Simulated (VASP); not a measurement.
Wanted: the native input for a VASP 6.6.1 run.

| Item | Value |
| --- | --- |
| Task | single point |
| Functional | PBEsol |
| Potentials or basis | VASP PAW PBE potentials, release 64 (Si, Ni) |
| Cutoff | 520 eV |
| k mesh | 8 × 8 × 8 |
| Occupations | gaussian, width 0.1 eV |
| Spin | no spin polarisation |
| Dipole correction | no |
| Further INCAR settings | ALGO = Normal; EDIFF = 1e-07; NBANDS = 38 |

The structure of SiNi lies in POSCAR:

```
SiNi
1.0
    4.5556286445      0.0000000000      0.0000000000
    0.0000000000      4.5556286445      0.0000000000
    0.0000000000      0.0000000000      4.5556286445
Si Ni
4 4
Direct
    0.6541228161      0.1541228161      0.3458771839
    0.1541228161      0.3458771839      0.6541228161
    0.3458771839      0.6541228161      0.1541228161
    0.8458771839      0.8458771839      0.8458771839
    0.3525529935      0.8525529935      0.6474470065
    0.8525529935      0.6474470065      0.3525529935
    0.6474470065      0.3525529935      0.8525529935
    0.1474470065      0.1474470065      0.1474470065
```

This cell differs from its parent crystal: volume scaled by 1.06, then relaxed in part.

These files were run (other wordings do the same):

INCAR

```
SYSTEM = SiNi
PREC = Accurate
ENCUT = 520
EDIFF = 1E-7
ISMEAR = 0
SIGMA = 0.1
LREAL = .FALSE.
LASPH = .TRUE.
NELM = 100
ALGO = Normal
ISIF = 2
LWAVE = .FALSE.
LCHARG = .FALSE.
GGA = PS
NBANDS = 38
```

KPOINTS

```
regular mesh
0
G
  8 8 8
  0 0 0
```

Potentials or basis: VASP PAW PBE potentials, release 64 (Si, Ni).

The run is started by

```bash
$ cat potpaw_PBE.64/Si/POTCAR potpaw_PBE.64/Ni/POTCAR > POTCAR
$ mpirun -np 1 vasp_std > vasp.out
```

Results of the run:

- Pressure: -9.9 GPa
- Band gap on the k mesh: zero (band 28 reaches 12.17 eV, above the bottom of band 29 at 11.05 eV)

Caveat: the PAW data sets were made with another functional, which shifts forces and pressure a little.

Wall time 3.6 min on 1 thread of Intel Xeon 8259CL, with other jobs on the host, peak memory 0.28 GiB.
